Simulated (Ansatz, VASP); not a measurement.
# One calculation of Zr, two programs

```
CELL_PARAMETERS angstrom
5.04173 0.00000 0.00000
-2.52086 4.36627 0.00000
0.00000 0.00000 3.14803
ATOMIC_POSITIONS crystal
Zr 0.00000 0.00000 0.00000
Zr 0.33333 0.66667 0.50000
Zr 0.66667 0.33333 0.50000
```

Alike in both runs: task single point; functional PBEsol; k mesh 8 × 8 × 11; occupations fermi-dirac, width 0.1 eV; no spin polarisation.

```csv
,VASP,Ansatz
version,VASP 6.6.1,Ansatz 0.2.0
potentials or method,"VASP PAW PBE potentials, release 64 (Zr_sv), cutoff 520 eV","plane waves (420 eV) with PAW, scalar-relativistic"
valence electrons in the cell,36,36
```

|  | VASP | Ansatz | Ansatz less VASP |
| --- | --- | --- | --- |
| pressure (GPa) | -3.6 | -3.7 | -0.06 |
| traceless stress, the component that is largest in VASP (GPa) | -0.09 | -0.07 | +0.017 |

VASP's potentials were made for PBE, not for PBEsol, and Ansatz warns of the same on its side.
